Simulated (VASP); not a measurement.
The system is PbSe.

```
Pb Se
1.0
     5.17414    0.00000    0.00000
    -2.58707    4.48094    0.00000
     0.00000    0.00000    6.21478
Pb Se
2 2
Direct
  0.33333 0.66667 0.93510
  0.66667 0.33333 0.43510
  0.33333 0.66667 0.43990
  0.66667 0.33333 0.93990
```

Base run:

| Quantity | Value |
| --- | --- |
| Program | VASP 6.6.1 |
| Functional | r2SCAN |
| Potentials or basis | VASP PAW PBE potentials, release 64 (Pb_d, Se) |
| Cutoff | 520 eV |
| k mesh | 6 × 6 × 4 |
| Occupations | gaussian, width 0.01 eV |
| Spin | no spin polarisation |

Its results: band gap on the k mesh 1.48 eV, direct; pressure 0.0 GPa.

The run is repeated on the same cell with these changes: functional from r2SCAN to PBE; further incar settings from ALGO = Normal; EDIFF = 1e-07; NBANDS = 28 to ALGO = Normal; EDIFF = 1e-06; NBANDS = 28. What comes out?

Band gap on the k mesh 1.17 eV, direct; pressure 0.8 GPa.

Caveats: spin-orbit coupling is left out, which moves the levels of the heavy elements; the PAW data sets were made with another functional, which shifts forces and pressure a little (some runs).

A k mesh can miss the band edges.
